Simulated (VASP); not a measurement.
Write the native input for VASP 6.6.1 that does the following.

| Property | Result |
| --- | --- |
| Task | relaxation of cell and atoms |
| Functional | PBEsol |
| Potentials or basis | VASP PAW PBE potentials, release 64 (Sn_d, As) |
| Cutoff | 600 eV |
| k mesh | 12 × 12 × 12 |
| Occupations | gaussian, width 0.1 eV |
| Spin | no spin polarisation |
| Dipole correction | no |
| Further INCAR settings | ALGO = Normal; EDIFF = 1e-06; IBRION = 2; EDIFFG = -0.005; NSW = 100; ISIF = 3 |

The structure of SnAs lies in POSCAR:

```
SnAs
1.0
    0.0000000000      2.8405000000      2.8405000000
    2.8405000000      0.0000000000      2.8405000000
    2.8405000000      2.8405000000      0.0000000000
Sn As
1 1
Direct
    0.0000000000      0.0000000000      0.0000000000
    0.5000000000      0.5000000000      0.5000000000
```

The input as run:

INCAR

```
PREC = Accurate
ENCUT = 600
EDIFF = 1E-6
ISMEAR = 0
SIGMA = 0.1
LREAL = F
LASPH = T
NELM = 100
ALGO = Normal
ISIF = 3
LWAVE = F
LCHARG = F
GGA = PS
IBRION = 2
NSW = 100
EDIFFG = -0.005
```

KPOINTS

```
regular mesh
0
Gamma
  12 12 12
```

Potentials or basis: VASP PAW PBE potentials, release 64 (Sn_d, As).

Launch:

```bash
$ cat potpaw_PBE.64/Sn_d/POTCAR potpaw_PBE.64/As/POTCAR > POTCAR
$ mpirun -np 1 vasp_std > vasp.out
```

It gave:

| Property | Result |
| --- | --- |
| Relaxed volume | 23.34 Å³/atom |
| Relaxed cell | a = 4.041 Å, b = 4.041 Å, c = 4.041 Å, α = 60.00°, β = 60.00°, γ = 60.00° |
| Space group after relaxing (to 0.05 Å) | Fm-3m (No. 225) |
| Energy gained by relaxing | 1.8 meV/atom |
| Ionic steps | 3 |
| Pressure after relaxing | 0.0 GPa |

Caveat: the PAW data sets were made with another functional, which shifts forces and pressure a little.

Wall time 50 s on 1 thread of Intel(R) Xeon(R) Platinum 8375C CPU @ 2.90GHz (Ice Lake), on a shared host, peak memory 0.22 GiB.
